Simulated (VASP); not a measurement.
The system is AlN.

```
Al N
1.0
     0.00000    2.13941    2.13941
     2.13941    0.00000    2.13941
     2.13941    2.13941    0.00000
Al N
1 1
Direct
  0.00000 0.00000 0.00000
  0.25000 0.25000 0.25000
```

Base run:

```yaml
Program: VASP 6.6.1
Functional: PBEsol
Dispersion: D4
Potentials_or_basis: VASP PAW PBE potentials, release 64 (Al, N)
Cutoff: 520 eV
k_mesh: 10 × 10 × 10
Occupations: fermi-dirac, width 0.05 eV
Spin: no spin polarisation
```

Its results: band gap on the k mesh 3.21 eV, indirect (least direct gap 4.69 eV); pressure 12.8 GPa.

The run is repeated on the same cell with these changes: functional from PBEsol to PBE; cutoff from 520 eV to 600 eV. What comes out?

Band gap on the k mesh 3.35 eV, indirect (least direct gap 4.76 eV); pressure 13.9 GPa.

PBE binds less tightly than PBEsol, so the same cell stands under more pressure.

Caveats: the PAW data sets were made with another functional, which shifts forces and pressure a little (some runs).

A k mesh can miss the band edges.
